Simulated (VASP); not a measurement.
# Mg (Immm) in VASP: notebook

Runs on Mg. Level: PBE. Tasks: single point, relaxation of cell and atoms.

Everything below comes from runs of VASP 6.6.1. Logs are shortened: lines on timing, memory, paths and dates and some standing lists are left out, and cuts for length are marked.

**1. The cell of the first run**

The structure is orthorhombic, space group Immm (No. 71). Conventional cell: a = 2.870 Å, b = 3.437 Å, c = 5.100 Å, α = 90.00°, β = 90.00°, γ = 90.00°. Mg (site symmetry mmm) has 12 Mg at 2.87 to 3.44 Å within 3.8 Å.

The cell was generated, and may not be a known phase.

**2. Single point, PBE**

The input, INCAR:

```
SYSTEM = Mg
ALGO     = Normal         ! electronic algorithm
EDIFF    = 1E-6           ! SCF threshold, eV
ENCUT    = 520            ! plane-wave cutoff, eV
GGA      = PE             ! functional
ISIF     = 2              ! what is computed and relaxed
ISMEAR   = 0              ! smearing method
LASPH    = .TRUE.         ! aspherical terms in the spheres
LCHARG   = .FALSE.        ! write CHGCAR
LREAL    = .FALSE.        ! projectors in reciprocal space
LWAVE    = .FALSE.        ! write WAVECAR
NBANDS   = 7              ! bands
NELM     = 100            ! most SCF steps
PREC     = Accurate       ! precision mode
SIGMA    = 0.1            ! smearing width, eV
```

The input, KPOINTS:

```
k-points
0
G
  8 8 8
  0 0 0
```

The input, POSCAR:

```
Mg
1.0
   -1.4350389300      1.7186403000      2.5501216900
    1.4350389300     -1.7186403000      2.5501216900
    1.4350389300      1.7186403000     -2.5501216900
Mg
1
Direct
    0.0000000000      0.5000000000      0.5000000000
```

Potentials or basis: VASP PAW PBE potentials, release 64 (Mg).

Launch:

```console
$ cat potpaw_PBE.64/Mg/POTCAR > POTCAR
$ mpirun -np 1 vasp_std > vasp.out
```

OUTCAR:

```text
SYSTEM = Mg
   EDIFF = 1E-6
   ENCUT = 520
   GGA = PE
   ISIF = 2
   ISMEAR = 0
   LASPH = .TRUE.
   LREAL = .FALSE.
   NELM = 100
   PREC = Accurate

 ion  position               nearest neighbor table
   1  0.000  0.500  0.500-

  LATTYP: Found a body centered orthorhombic cell.
 ALAT       =     2.8700778600
 B/A-ratio  =     1.1976262553
 C/A-ratio  =     1.7770400765

  Lattice vectors:

 A1 = (  -1.4350389300,   1.7186403000,   2.5501216900)
 A2 = (   1.4350389300,  -1.7186403000,   2.5501216900)
 A3 = (   1.4350389300,   1.7186403000,  -2.5501216900)

Analysis of symmetry for initial positions (statically):
=====================================================================
 Subroutine PRICEL returns:
 Original cell was already a primitive cell.

 Routine SETGRP: Setting up the symmetry group for a
 body centered orthorhombic supercell.

 Subroutine GETGRP returns: Found  8 space group operations
 (whereof  8 operations were pure point group operations)
 out of a pool of  8 trial point group operations.

The static configuration has the point symmetry D_2h.

Analysis of symmetry for dynamics (positions and initial velocities):
=====================================================================
 Subroutine PRICEL returns:
 Original cell was already a primitive cell.

 Routine SETGRP: Setting up the symmetry group for a
 body centered orthorhombic supercell.

 Subroutine GETGRP returns: Found  8 space group operations
 (whereof  8 operations were pure point group operations)
 out of a pool of  8 trial point group operations.

The dynamic configuration has the point symmetry D_2h.

 Subroutine INISYM returns: Found  8 space group operations
 (whereof  8 operations are pure point group operations),
 and found     1 'primitive' translations

----------------------------------------------------------------------------------------

                                     Primitive cell

  volume of cell :      25.1576

  direct lattice vectors                    reciprocal lattice vectors
    -1.435038930  1.718640300  2.550121690     0.000000000  0.290927659  0.196069075
     1.435038930 -1.718640300  2.550121690     0.348422603  0.000000000  0.196069075
     1.435038930  1.718640300 -2.550121690     0.348422603  0.290927659  0.000000000

  length of vectors
     3.393550036  3.393550036  3.393550036     0.350830422  0.399801692  0.453913223

  position of ions in fractional coordinates (direct lattice)
[... 77 lines left out ...]
   EDIFF  = 0.1E-05   stopping-criterion for ELM
   LREAL  =      F    real-space projection
   EDIFFG = 0.1E-04   stopping-criterion for IOM
   NSW    =      0    number of steps for IOM
   IBRION =     -1    ionic relax: 0-MD 1-quasi-New 2-CG
   NFREE  =      0    steps in history (QN), initial steepest desc. (CG)
   ISIF   =      2    stress and relaxation
   ISYM   =      2    0-nonsym 1-usesym 2-fastsym
   POTIM  = 0.5000    time-step for ionic-motion
   TEBEG  =    0.0;   TEEND  =   0.0 temperature during run
   PSTRESS=    0.0 pullay stress
   NELECT =       2.0000    total number of electrons
   NUPDOWN=      -1.0000    fix difference up-down
   EMIN   =  10.00;   EMAX   =-10.00  energy-range for DOS
   EFERMI =   0.00;   METHOD = LEGACY
   ISMEAR =     0;   SIGMA  =   0.10  broadening in eV -4-tet -1-fermi 0-gaus
   EFERMI_NEDOS =   21; number of points for ismear=-14 and -15
   IALGO  =     38    algorithm
   IMIX   =      4    mixing-type and parameters
     AMIX     =   0.40;   BMIX     =  1.00
     AMIX_MAG =   1.60;   BMIX_MAG =  1.00
  volume/ion in A,a.u.               =      25.16       169.77
  Fermi-wavevector in a.u.,A,eV,Ry     =   0.703928  1.330231  6.741888  0.495515
  Thomas-Fermi vector in A             =   1.789032
   LORBIT       =      0    0 simple, 1 ext, 2 COOP (PROOUT), +10 PAW based schemes
   GGA     = PE    functional components
   LHFCALC =     F    Hartree Fock is set to
   AEXX    =    0.0000 exact exchange contribution
   IVDW    =     0    specifies the selected vdW correction
   LEPSILON=     F    determine dielectric tensor
   LRPA    =     F    only Hartree local field effects (RPA)
 non-spin polarized calculation
 Gauss-broadening in eV      SIGMA  =   0.10
  energy-cutoff  :      520.00
  volume of cell :       25.16
 maximum number of plane-waves:       695
 NGX is ok and might be reduce to    28
   NGX = 13   NGY = 13   NGZ = 13

 number of electron       2.0000000 magnetization

 Free energy of the ion-electron system (eV)
  ---------------------------------------------------
  ext. energy  EPLUGINS =         0.00000000
  ---------------------------------------------------
  free energy    TOTEN  =        -1.40028902 eV

  energy without entropy =       -1.39877740  energy(sigma->0) =       -1.39953321

 E-fermi :   2.1629     XC(G=0):  -8.2010

 val. band max:        2.1502632930   @ k =   0.3750   0.1250   0.0000
 cond. band min:       2.3325647314   @ k =   0.3750  -0.3750   0.3750
 fundamental gap:      0.1823014384
 Fermi energy:         2.1628757979

 k-point     1 :       0.0000    0.0000    0.0000
  band No.  band energies     occupation
      1      -4.3794      2.00000
      2      12.2212      0.00000
      3      12.8920      0.00000
      4      12.9166      0.00000
      5      13.5237      0.00000
      6      16.3484      0.00000
      7      17.2170      0.00000
[... 221 lines left out ...]
 k-point    24 :       0.2500    0.3750    0.0000
  band No.  band energies     occupation
      1       1.0824      2.00000
      2       3.9653      0.00000
      3       6.0295      0.00000
      4       9.2926      0.00000
      5      11.7185      0.00000
      6      16.6732      0.00000
      7      17.9107      0.00000

 [... further k-points ...]

------------------------ aborting loop because EDIFF is reached ----------------------------------------

  FORCE on cell =-STRESS in cart. coord.  units (eV):
  Direction    XX          YY          ZZ          XY          YZ          ZX
  --------------------------------------------------------------------------------------
  -------------------------------------------------------------------------------------
  Total        0.8643905     -0.7529228     -0.7079305      0.0000000      0.0000000      0.0000000
  in kB       55.0491979    -47.9503142    -45.0849515      0.0000000      0.0000000      0.0000000
  external PRESSURE =     -12.6620226 kB  Pullay stress =       0.0000000 kB

 VOLUME and BASIS-vectors are now :
 -----------------------------------------------------------------------------
  energy-cutoff  :      520.00
  volume of cell :       25.16
      direct lattice vectors                 reciprocal lattice vectors
    -1.435038930  1.718640300  2.550121690     0.000000000  0.290927659  0.196069075
     1.435038930 -1.718640300  2.550121690     0.348422603  0.000000000  0.196069075
     1.435038930  1.718640300 -2.550121690     0.348422603  0.290927659  0.000000000

 POSITION                                       TOTAL-FORCE (eV/Angst)
 -----------------------------------------------------------------------------------
      1.43504      0.00000      0.00000         0.000000      0.000000      0.000000
 -----------------------------------------------------------------------------------
    total drift:                               -0.000000     -0.000000     -0.000000

  FREE ENERGIE OF THE ION-ELECTRON SYSTEM (eV)
  ---------------------------------------------------
  free  energy   TOTEN  =        -1.4002890224 eV

  energy  without entropy=       -1.3987773969  energy(sigma->0) =       -1.39953321
```

stdout:

```text
POSCAR found type information on POSCAR Mg
 POSCAR found :  1 types and       1 ions
 scaLAPACK will be used
 LDA part: xc-table for (Slater+PW92), standard interpolation
 POSCAR, INCAR and KPOINTS ok, starting setup
 FFT: planning ... GRIDC
 FFT: planning ... GRID_SOFT
 FFT: planning ... GRID
 WAVECAR not read
 entering main loop
```

Run time: 13 s. Hardware: 1 thread of Intel Xeon 8259CL, shared host; peak memory 0.16 GiB.

What came out:

```
Free energy            : -1.4003 eV
Pressure               : -1.3 GPa
Band gap on the k mesh : zero (bands 1 and 2 overlap by 3.31 eV)
```

Caveat: the stress differs along the axes, from -5 to 6 GPa.

**3. Relaxation of cell and atoms, PBE**

The input, INCAR:

```
PREC     = Accurate       # precision mode
ENCUT    = 600            # plane-wave cutoff, eV
EDIFF    = 1E-6           # SCF threshold, eV
ISMEAR   = 0              # smearing method
SIGMA    = 0.1            # smearing width, eV
LREAL    = False          # projectors in reciprocal space
LASPH    = True           # aspherical terms in the spheres
NELM     = 80             # most SCF steps
ALGO     = Fast           # electronic algorithm
ISIF     = 3              # what is computed and relaxed
LWAVE    = False          # write WAVECAR
LCHARG   = False          # write CHGCAR
GGA      = PE             # functional
IBRION   = 2              # ionic algorithm
NSW      = 90             # ionic steps
EDIFFG   = -0.04          # ionic threshold
```

The input, KPOINTS:

```
Automatic mesh
0
Gamma
  8 8 8
```

POSCAR is that of step 2.

Potentials or basis: VASP PAW PBE potentials, release 64 (Mg).

Launch:

```console
$ cat potpaw_PBE.64/Mg/POTCAR > POTCAR
$ mpirun -np 1 vasp_std > vasp.out
```

OUTCAR:

```text
PREC = Accurate
   ENCUT = 600
   EDIFF = 1E-6
   ISMEAR = 0
   LREAL = False
   LASPH = True
   NELM = 80
   ISIF = 3
   GGA = PE
   IBRION = 2
   NSW = 90
   EDIFFG = -0.04

 ion  position               nearest neighbor table
   1  0.000  0.500  0.500-

  LATTYP: Found a body centered orthorhombic cell.
 ALAT       =     2.8700778600
 B/A-ratio  =     1.1976262553
 C/A-ratio  =     1.7770400765

  Lattice vectors:

 A1 = (  -1.4350389300,   1.7186403000,   2.5501216900)
 A2 = (   1.4350389300,  -1.7186403000,   2.5501216900)
 A3 = (   1.4350389300,   1.7186403000,  -2.5501216900)

Analysis of symmetry for initial positions (statically):
=====================================================================
 Subroutine PRICEL returns:
 Original cell was already a primitive cell.

 Routine SETGRP: Setting up the symmetry group for a
 body centered orthorhombic supercell.

 Subroutine GETGRP returns: Found  8 space group operations
 (whereof  8 operations were pure point group operations)
 out of a pool of  8 trial point group operations.

The static configuration has the point symmetry D_2h.

Analysis of symmetry for dynamics (positions and initial velocities):
[... 260 lines left out ...]
  energy  without entropy=       -1.4870531964  energy(sigma->0) =       -1.48921525

[... ionic steps 4 to 9 ...]

--------------------------------------- Ionic step       10  -------------------------------------------

 number of electron       2.0000000 magnetization

------------------------ aborting loop because EDIFF is reached ----------------------------------------
[... 65 lines left out ...]
--------------------------------------- Ionic step       12  -------------------------------------------

 number of electron       2.0000000 magnetization

 Free energy of the ion-electron system (eV)
  ---------------------------------------------------
  ext. energy  EPLUGINS =         0.00000000
  ---------------------------------------------------
  free energy    TOTEN  =        -1.49732332 eV

  energy without entropy =       -1.49403403  energy(sigma->0) =       -1.49567867

 E-fermi :   2.3959     XC(G=0):  -8.4671

 val. band max:        2.3772337552   @ k =   0.5000  -0.2500   0.1250
 cond. band min:       2.4384281044   @ k =   0.5000   0.1250   0.0000
 fundamental gap:      0.0611943492
 Fermi energy:         2.3959354975

 k-point     1 :       0.0000    0.0000    0.0000
  band No.  band energies     occupation
      1      -4.3058      2.00000
      2      14.4443      0.00000
      3      14.7864      0.00000
      4      15.4530      0.00000
      5      16.4335      0.00000
[... 177 lines left out ...]
 k-point    24 :       0.2500    0.3750    0.0000
  band No.  band energies     occupation
      1       1.3205      2.00000
      2       3.0192      0.00000
      3       7.0981      0.00000
      4      11.2291      0.00000
      5      12.5858      0.00000

 [... further k-points ...]

------------------------ aborting loop because EDIFF is reached ----------------------------------------

  FORCE on cell =-STRESS in cart. coord.  units (eV):
  Direction    XX          YY          ZZ          XY          YZ          ZX
  --------------------------------------------------------------------------------------
  -------------------------------------------------------------------------------------
  Total       -0.0018730     -0.0069376     -0.0103860     -0.0000000      0.0000000      0.0000000
  in kB       -0.1297205     -0.4804934     -0.7193290     -0.0000000      0.0000000      0.0000000
  external PRESSURE =      -0.4431810 kB  Pullay stress =       0.0000000 kB
[... 16 lines left out ...]
  FREE ENERGIE OF THE ION-ELECTRON SYSTEM (eV)
  ---------------------------------------------------
  free  energy   TOTEN  =        -1.4973233198 eV

  energy  without entropy=       -1.4940340276  energy(sigma->0) =       -1.49567867

 reached required accuracy - stopping structural energy minimisation
```

OSZICAR:

```text
N       E                     dE             d eps       ncg     rms          rms(c)
DAV:   1    -0.390419564608E+00   -0.39042E+00   -0.60438E+02   950   0.296E+02
DAV:   2    -0.140000735761E+01   -0.10096E+01   -0.98399E+00  1195   0.152E+01
[... 65 lines left out ...]
DAV:   1    -0.149722324376E+01   -0.78267E-04   -0.39892E-04  1225   0.111E-01    0.549E-03
RMM:   2    -0.149722263036E+01    0.61340E-06   -0.16149E-06   798   0.954E-03
  11 F= -.14972226E+01 E0= -.14955989E+01  d E =-.146860E-02
       N       E                     dE             d eps       ncg     rms          rms(c)
DAV:   1    -0.149732326635E+01   -0.10002E-03   -0.42106E-04  1170   0.111E-01    0.573E-03
RMM:   2    -0.149732331980E+01   -0.53447E-07   -0.20331E-06   840   0.107E-02
  12 F= -.14973233E+01 E0= -.14956787E+01  d E =-.100689E-03
```

CONTCAR:

```text
Mg
   1.00000000000000
    -1.6204755616909801    1.5602367755233000    2.2873860447579930
     1.6204755616909801   -1.5602367755233000    2.2873860447579930
     1.6204755616909801    1.5602367755233000   -2.2873860447579930
  Mg
     1
Direct
     0.0000000000000000    0.5000000000000000    0.5000000000000000

  0.00000000E+00  0.00000000E+00  0.00000000E+00
```

Run time: 62 s. Hardware: 1 thread of Intel Xeon 8259CL, shared host; peak memory 0.18 GiB.

Results:

| Quantity | Value |
| --- | --- |
| Free energy | -1.4973 eV |
| Relaxed volume | 23.13 Å³/atom |
| Relaxed cell | a = 3.208 Å, b = 3.208 Å, c = 3.208 Å, α = 119.32°, β = 121.80°, γ = 89.04° |
| Space group after relaxing (to 0.1 Å) | Immm (No. 71) |
| Energy gained by relaxing | 97.0 meV/atom |
| Ionic steps | 12 |
| Pressure after relaxing | 0.0 GPa |
| Band gap on the k mesh | zero (bands 1 and 2 overlap by 2.87 eV) |

Step by step:
```tsv
step	energy change (eV)	largest force (eV/Å)	pressure (GPa)	volume (Å³)
1	0.0000	0.0000	-1.26	25.16
2	-0.0638	0.0000	-1.46	24.39
3	-0.0911	0.0000	-0.44	23.45
4	-0.0918	0.0000	-0.24	23.32
5	-0.0936	0.0000	0.13	23.07
6	-0.0928	0.0000	0.98	22.53
7	-0.0953	0.0000	0.39	22.88
8	-0.0949	0.0000	0.70	22.69
9	-0.0954	0.0000	0.52	22.79
10	-0.0968	0.0000	0.00	23.11
11	-0.0969	0.0000	-0.14	23.20
12	-0.0970	0.0000	-0.04	23.13
```

Final structure:
```
Mg
1.0
    -1.62048    1.56024    2.28739
     1.62048   -1.56024    2.28739
     1.62048    1.56024   -2.28739
Mg
1
Direct
  0.00000 0.50000 0.50000
```

The gap in the log of VASP goes by the Fermi energy; the results here count the filled bands.